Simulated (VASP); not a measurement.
Input of a VASP 6.6.1 run:

File POSCAR:

```
Ta
1.0
   -1.6533592789      1.6533592789      1.6533592789
    1.6533592789     -1.6533592789      1.6533592789
    1.6533592789      1.6533592789     -1.6533592789
Ta
1
Direct
    0.0000000000      0.0000000000      0.0000000000
```

INCAR.step1

```
  PREC = Accurate
  ENCUT = 520
  ISMEAR = 0
  SIGMA = 0.2
  LREAL = F
  LASPH = T
  NELM = 60
  NBANDS = 12
  GGA = PE
  ALGO = Normal
  EDIFF = 1E-4
  LWAVE = T
  LCHARG = F
```

The input INCAR.step2:

```
  PREC = Accurate
  ENCUT = 520
  EDIFF = 1E-6
  ISMEAR = 0
  SIGMA = 0.2
  LREAL = F
  LASPH = T
  NELM = 60
  ALGO = Normal
  ISIF = 2
  LWAVE = F
  LCHARG = F
  METAGGA = R2SCAN
  LMIXTAU = T
  NBANDS = 12
  ISTART = 1
```

Contents of KPOINTS:

```
regular mesh
0
Gamma
  13 13 13
```

Potentials or basis: VASP PAW PBE potentials, release 64 (Ta_pv).

Launch:

```sh
$ cat potpaw_PBE.64/Ta_pv/POTCAR > POTCAR
$ cp INCAR.step1 INCAR
$ mpirun -np 1 vasp_std > vasp.out
$ cp INCAR.step2 INCAR
$ mpirun -np 1 vasp_std > vasp.out
```

**Question.** Predict the pressure.

**Answer.** 0.6 GPa.

**Question.** Estimate the band gap on the k mesh.

**Answer.** Zero (an odd number of electrons rules out a gap without spin polarisation).

Caveat: the PAW data sets were made with another functional, which shifts forces and pressure a little; spin-orbit coupling is left out, which moves the levels of the heavy elements.
